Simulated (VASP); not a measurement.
# ZnO (I4/mmm) in VASP: notebook

The runs below take ZnO through electric field gradients, with PBE.

Program: VASP 6.6.1. These are calculated values, not measurements. Logs are shortened: lines on timing, memory, paths and dates and some standing lists are left out, and cuts for length are marked.

### Step 1. The cell of the first run

Symmetry: I4/mmm, No. 139, tetragonal system. Conventional cell: a = 3.049 Å, b = 3.049 Å, c = 4.216 Å, α = 90.00°, β = 90.00°, γ = 90.00°. Within 2.8 Å of Zn (site symmetry 4/mmm) lie 6 O at 2.11 to 2.16 Å. Within 2.8 Å of O (site symmetry 4/mmm) lie 6 Zn at 2.11 to 2.16 Å.

### Step 2. Electric field gradients, PBE (z stretched by -1.5 % at fixed volume)

The input, INCAR:

```
PREC     = Accurate       # precision mode
ENCUT    = 520            # plane-wave cutoff, eV
EDIFF    = 1E-8           # SCF threshold, eV
ISMEAR   = -1             # smearing method
SIGMA    = 0.01           # smearing width, eV
LREAL    = False          # projectors in reciprocal space
LASPH    = True           # aspherical terms in the spheres
NELM     = 100            # most SCF steps
ALGO     = Normal         # electronic algorithm
ISIF     = 2              # what is computed and relaxed
LWAVE    = False          # write WAVECAR
LCHARG   = False          # write CHGCAR
GGA      = PE             # functional
LEFG     = True         
NBANDS   = 16             # bands
```

The input, KPOINTS:

```
regular mesh
0
Gamma
  11 11 11
```

The input, POSCAR:

```
ZnO
1.0
    0.0000000000      2.1562328495      2.1079000000
    2.1562328495      0.0000000000      2.1079000000
    2.1562328495      2.1562328495      0.0000000000
Zn O
1 1
Direct
    0.0000000000      0.0000000000      0.0000000000
    0.5000000000      0.5000000000      0.5000000000
```

Potentials or basis: VASP PAW PBE potentials, release 64 (Zn, O).

Command:

```
$ cat potpaw_PBE.64/Zn/POTCAR potpaw_PBE.64/O/POTCAR > POTCAR
$ mpirun -np 1 vasp_std > vasp.out
```

OUTCAR:

```text
PREC = Accurate
   ENCUT = 520
   EDIFF = 1E-8
   ISMEAR = -1
   LREAL = False
   LASPH = True
   NELM = 100
   ISIF = 2
   GGA = PE

 ion  position               nearest neighbor table
   1  0.000  0.000  0.000-   2 2.11   2 2.11   2 2.16   2 2.16   2 2.16   2 2.16
   2  0.500  0.500  0.500-   1 2.11   1 2.11   1 2.16   1 2.16   1 2.16   1 2.16

  LATTYP: Found a body centered tetragonal cell.
 ALAT       =     3.0493737394
 C/A-ratio  =     1.3825133815

  Lattice vectors:

 A1 = (   0.0000000000,  -2.1562328495,  -2.1079000000)
 A2 = (   0.0000000000,   2.1562328495,  -2.1079000000)
 A3 = (   2.1562328495,   0.0000000000,   2.1079000000)

Analysis of symmetry for initial positions (statically):
=====================================================================
 Subroutine PRICEL returns:
 Original cell was already a primitive cell.

 Routine SETGRP: Setting up the symmetry group for a
 body centered tetragonal supercell.

 Subroutine GETGRP returns: Found 16 space group operations
 (whereof 16 operations were pure point group operations)
 out of a pool of 16 trial point group operations.

The static configuration has the point symmetry D_4h.

Analysis of symmetry for dynamics (positions and initial velocities):
=====================================================================
 Subroutine PRICEL returns:
 Original cell was already a primitive cell.

 Routine SETGRP: Setting up the symmetry group for a
 body centered tetragonal supercell.

 Subroutine GETGRP returns: Found 16 space group operations
 (whereof 16 operations were pure point group operations)
 out of a pool of 16 trial point group operations.

The dynamic configuration has the point symmetry D_4h.

 Subroutine INISYM returns: Found 16 space group operations
 (whereof 16 operations are pure point group operations),
 and found     1 'primitive' translations

----------------------------------------------------------------------------------------

                                     Primitive cell

  volume of cell :      19.6007

  direct lattice vectors                    reciprocal lattice vectors
     0.000000000  2.156232849  2.107900000    -0.231885902  0.231885902  0.237202903
     2.156232849  0.000000000  2.107900000     0.231885902 -0.231885902  0.237202903
     2.156232849  2.156232849  0.000000000     0.231885902  0.231885902 -0.237202903

  length of vectors
[... 116 lines left out ...]
 maximum number of plane-waves:       539
   NGX = 11   NGY = 11   NGZ = 11

 number of electron      18.0000004 magnetization

 Free energy of the ion-electron system (eV)
  ---------------------------------------------------
  ext. energy  EPLUGINS =         0.00000000
  ---------------------------------------------------
  free energy    TOTEN  =        -8.61102990 eV

  energy without entropy =       -8.61102990  energy(sigma->0) =       -8.61102990

 E-fermi :   3.1097     XC(G=0): -12.2931

 val. band max:        2.7736116076   @ k =   0.4545   0.0000   0.0000
 cond. band min:       3.6164589829   @ k =   0.0000   0.0000   0.0000
 fundamental gap:      0.8428473753
 Fermi energy:         3.1096938096

 k-point     1 :       0.0000    0.0000    0.0000
  band No.  band energies     occupation
      1     -15.8648      2.00000
      2      -2.1343      2.00000
      3      -2.1343      2.00000
      4      -2.1023      2.00000
      5      -1.9315      2.00000
      6      -1.8877      2.00000
[... 433 lines left out ...]
      3      -2.7437      2.00000
      4      -2.5091      2.00000
      5      -1.9531      2.00000
      6      -1.7253      2.00000
[... 8 lines left out ...]
     15      24.4184      0.00000
     16      25.5044      0.00000

 [... further k-points ...]
[... 5 lines left out ...]
  --------------------------------------------------------------------------------------
  -------------------------------------------------------------------------------------
  Total        0.8084208      0.8084208      1.1460930      0.0000000     -0.0000000      0.0000000
  in kB       66.0810228     66.0810228     93.6826402      0.0000000     -0.0000000      0.0000000
  external PRESSURE =      75.2815619 kB  Pullay stress =       0.0000000 kB

 VOLUME and BASIS-vectors are now :
 -----------------------------------------------------------------------------
  energy-cutoff  :      520.00
  volume of cell :       19.60
      direct lattice vectors                 reciprocal lattice vectors
     0.000000000  2.156232849  2.107900000    -0.231885902  0.231885902  0.237202903
     2.156232849  0.000000000  2.107900000     0.231885902 -0.231885902  0.237202903
     2.156232849  2.156232849  0.000000000     0.231885902  0.231885902 -0.237202903

 POSITION                                       TOTAL-FORCE (eV/Angst)
 -----------------------------------------------------------------------------------
      0.00000      0.00000      0.00000         0.000000      0.000000      0.000000
      2.15623      2.15623      2.10790        -0.000000     -0.000000      0.000000
 -----------------------------------------------------------------------------------
    total drift:                                0.000000     -0.000000     -0.000000

  FREE ENERGIE OF THE ION-ELECTRON SYSTEM (eV)
  ---------------------------------------------------
  free  energy   TOTEN  =        -8.6110299019 eV

  energy  without entropy=       -8.6110299019  energy(sigma->0) =       -8.61102990

 Electric field gradients (V/A^2)
---------------------------------------------------------------------
 ion       V_xx      V_yy      V_zz      V_xy      V_xz      V_yz
---------------------------------------------------------------------
   1       7.136     7.136   -14.272     0.002     0.001     0.001
   2      -2.439    -2.439     4.878    -0.001    -0.002    -0.002
---------------------------------------------------------------------

 Electric field gradients after diagonalization (V/A^2)
 (convention: |V_zz| > |V_xx| > |V_yy|)
----------------------------------------------------------------------
 ion       V_xx      V_yy      V_zz     asymmetry (V_yy - V_xx)/ V_zz
----------------------------------------------------------------------
   1       7.138     7.134   -14.272       0.000
   2      -2.440    -2.437     4.878       0.001
----------------------------------------------------------------------

           NMR quadrupolar parameters

 Cq : quadrupolar parameter    Cq=e*Q*V_zz/h
 eta: asymmetry parameters     (V_yy - V_xx)/ V_zz
 Q  : nuclear electric quadrupole moment in mb (millibarn)
----------------------------------------------------------------------
 ion       Cq(MHz)       eta       Q (mb)
----------------------------------------------------------------------
   1      -0.035       0.000       1.000
   2       0.012       0.001       1.000
----------------------------------------------------------------------
```

stdout:

```text
POSCAR found type information on POSCAR ZnO
 POSCAR found :  2 types and       2 ions
 scaLAPACK will be used
 LDA part: xc-table for (Slater+PW92), standard interpolation
 POSCAR, INCAR and KPOINTS ok, starting setup
 FFT: planning ... GRIDC
 FFT: planning ... GRID_SOFT
 FFT: planning ... GRID
 WAVECAR not read
 entering main loop
ion   1

ion   2
```

Wall time 42 s (1 thread of Intel Xeon Platinum 8375C at 2.90GHz (Ice Lake), shared host); peak memory 0.16 GiB.

Results:

```yaml
Free_energy: -8.6110 eV
Pressure: 7.5 GPa
Band_gap_on_the_k_mesh: 0.84 eV, indirect (least direct gap 2.21 eV)
```

Levels at points of the mesh, in eV from the valence-band top:
| k point | band 6 | band 7 | band 8 | band 9 | band 10 | band 11 | band 12 | band 13 |
| --- | --- | --- | --- | --- | --- | --- | --- | --- |
| (0.00, 0.00, 0.00) | -4.66 | -1.49 | -1.37 | -1.37 | 0.84 | 17.91 | 17.91 | 18.02 |

Electric field gradients, principal values (V/Å²):
| atom | least | middle | greatest (by size) |
| --- | --- | --- | --- |
| 1 Zn | 7.134 | 7.138 | -14.272 |
| 2 O | -2.437 | -2.440 | 4.878 |

Caveat: without QUAD_EFG the Cq values of the log hold for a quadrupole moment of 1 mb, not for the nuclei.

### Step 3. Electric field gradients, PBE (z stretched by -1.5 % at fixed volume)

INCAR: that of step 2 with these lines changed.

```diff
@@ -1,3 +1,3 @@
 PREC     = Accurate       # precision mode
-ENCUT    = 520            # plane-wave cutoff, eV
+ENCUT    = 910            # plane-wave cutoff, eV
 EDIFF    = 1E-8           # SCF threshold, eV
@@ -7,3 +7,3 @@
 LASPH    = True           # aspherical terms in the spheres
-NELM     = 100            # most SCF steps
+NELM     = 120            # most SCF steps
 ALGO     = Normal         # electronic algorithm
@@ -15 +15,2 @@
 NBANDS   = 16             # bands
+GGA_COMPAT= False
```

KPOINTS is that of step 2.

POSCAR is that of step 2.

Potentials or basis: VASP PAW PBE potentials, release 64 (Zn, O_h).

Command:

```
$ cat potpaw_PBE.64/Zn/POTCAR potpaw_PBE.64/O_h/POTCAR > POTCAR
$ mpirun -np 1 vasp_std > vasp.out
```

OUTCAR:

```text
PREC = Accurate
   ENCUT = 910
   EDIFF = 1E-8
   ISMEAR = -1
   LREAL = False
   LASPH = True
   NELM = 120
   ISIF = 2
   GGA = PE

 ion  position               nearest neighbor table
   1  0.000  0.000  0.000-   2 2.11   2 2.11   2 2.16   2 2.16   2 2.16   2 2.16
   2  0.500  0.500  0.500-   1 2.11   1 2.11   1 2.16   1 2.16   1 2.16   1 2.16

  LATTYP: Found a body centered tetragonal cell.
 ALAT       =     3.0493737394
 C/A-ratio  =     1.3825133815

  Lattice vectors:

 A1 = (   0.0000000000,  -2.1562328495,  -2.1079000000)
 A2 = (   0.0000000000,   2.1562328495,  -2.1079000000)
 A3 = (   2.1562328495,   0.0000000000,   2.1079000000)

Analysis of symmetry for initial positions (statically):
=====================================================================
 Subroutine PRICEL returns:
 Original cell was already a primitive cell.

 Routine SETGRP: Setting up the symmetry group for a
 body centered tetragonal supercell.

 Subroutine GETGRP returns: Found 16 space group operations
 (whereof 16 operations were pure point group operations)
 out of a pool of 16 trial point group operations.

The static configuration has the point symmetry D_4h.

Analysis of symmetry for dynamics (positions and initial velocities):
=====================================================================
 Subroutine PRICEL returns:
 Original cell was already a primitive cell.

 Routine SETGRP: Setting up the symmetry group for a
 body centered tetragonal supercell.

 Subroutine GETGRP returns: Found 16 space group operations
 (whereof 16 operations were pure point group operations)
 out of a pool of 16 trial point group operations.

The dynamic configuration has the point symmetry D_4h.

 Subroutine INISYM returns: Found 16 space group operations
[... 151 lines left out ...]

 k-point     1 :       0.0000    0.0000    0.0000
  band No.  band energies     occupation
      1     -15.4725      2.00000
      2      -1.7425      2.00000
      3      -1.7425      2.00000
      4      -1.7106      2.00000
      5      -1.5398      2.00000
      6      -1.4959      2.00000
[... 433 lines left out ...]
      3      -2.3524      2.00000
      4      -2.1172      2.00000
      5      -1.5614      2.00000
      6      -1.3337      2.00000
[... 8 lines left out ...]
     15      24.8123      0.00000
     16      25.8958      0.00000

 [... further k-points ...]
[... 5 lines left out ...]
  --------------------------------------------------------------------------------------
  -------------------------------------------------------------------------------------
  Total        0.7680988      0.7680988      1.1044837      0.0000000      0.0000000     -0.0000000
  in kB       62.7850658     62.7850658     90.2814596      0.0000000      0.0000000     -0.0000000
  external PRESSURE =      71.9505304 kB  Pullay stress =       0.0000000 kB

 VOLUME and BASIS-vectors are now :
 -----------------------------------------------------------------------------
  energy-cutoff  :      910.00
  volume of cell :       19.60
      direct lattice vectors                 reciprocal lattice vectors
     0.000000000  2.156232849  2.107900000    -0.231885902  0.231885902  0.237202903
     2.156232849  0.000000000  2.107900000     0.231885902 -0.231885902  0.237202903
     2.156232849  2.156232849  0.000000000     0.231885902  0.231885902 -0.237202903

 POSITION                                       TOTAL-FORCE (eV/Angst)
 -----------------------------------------------------------------------------------
      0.00000      0.00000      0.00000        -0.000000      0.000000     -0.000000
      2.15623      2.15623      2.10790         0.000000     -0.000000      0.000000
 -----------------------------------------------------------------------------------
    total drift:                                0.000000      0.000000      0.000000

  FREE ENERGIE OF THE ION-ELECTRON SYSTEM (eV)
  ---------------------------------------------------
  free  energy   TOTEN  =        -8.6180749926 eV

  energy  without entropy=       -8.6180749926  energy(sigma->0) =       -8.61807499

 Electric field gradients (V/A^2)
---------------------------------------------------------------------
 ion       V_xx      V_yy      V_zz      V_xy      V_xz      V_yz
---------------------------------------------------------------------
   1       7.138     7.138   -14.276     0.001     0.002     0.002
   2      -2.444    -2.444     4.887    -0.001    -0.002    -0.002
---------------------------------------------------------------------

 Electric field gradients after diagonalization (V/A^2)
 (convention: |V_zz| > |V_xx| > |V_yy|)
----------------------------------------------------------------------
 ion       V_xx      V_yy      V_zz     asymmetry (V_yy - V_xx)/ V_zz
----------------------------------------------------------------------
   1       7.138     7.137   -14.276       0.000
   2      -2.445    -2.443     4.887       0.000
----------------------------------------------------------------------

           NMR quadrupolar parameters

 Cq : quadrupolar parameter    Cq=e*Q*V_zz/h
 eta: asymmetry parameters     (V_yy - V_xx)/ V_zz
 Q  : nuclear electric quadrupole moment in mb (millibarn)
----------------------------------------------------------------------
 ion       Cq(MHz)       eta       Q (mb)
----------------------------------------------------------------------
   1      -0.035       0.000       1.000
   2       0.012       0.000       1.000
----------------------------------------------------------------------
```

Wall time 43 s (1 thread of Intel Xeon 6975P-C (Granite Rapids), shared host); peak memory 0.23 GiB.

Results:

```yaml
Free_energy: -8.6181 eV
Pressure: 7.2 GPa
Band_gap_on_the_k_mesh: 0.84 eV, indirect (least direct gap 2.21 eV)
```

Stress tensor (GPa, compression positive):
```
6.28 0.00 0.00
0.00 6.28 0.00
0.00 0.00 9.03
```

Levels at points of the mesh, in eV from the valence-band top:
```csv
k point,band 7,band 8,band 9,band 10,band 11,band 12
"(0.00, 0.00, 0.00)",-1.49,-1.37,-1.37,0.84,17.91,17.91
```

Electric field gradients, principal values (V/Å²):
```tsv
atom	least	middle	greatest (by size)
1 Zn	7.137	7.138	-14.276
2 O	-2.443	-2.445	4.887
```

Caveat: the cutoff is under 1.25 times the usual one of these potentials, so pressure, stress and relaxed cells hold a basis-set (Pulay) error; without QUAD_EFG the Cq values of the log hold for a quadrupole moment of 1 mb, not for the nuclei. A k mesh can miss the band edges.
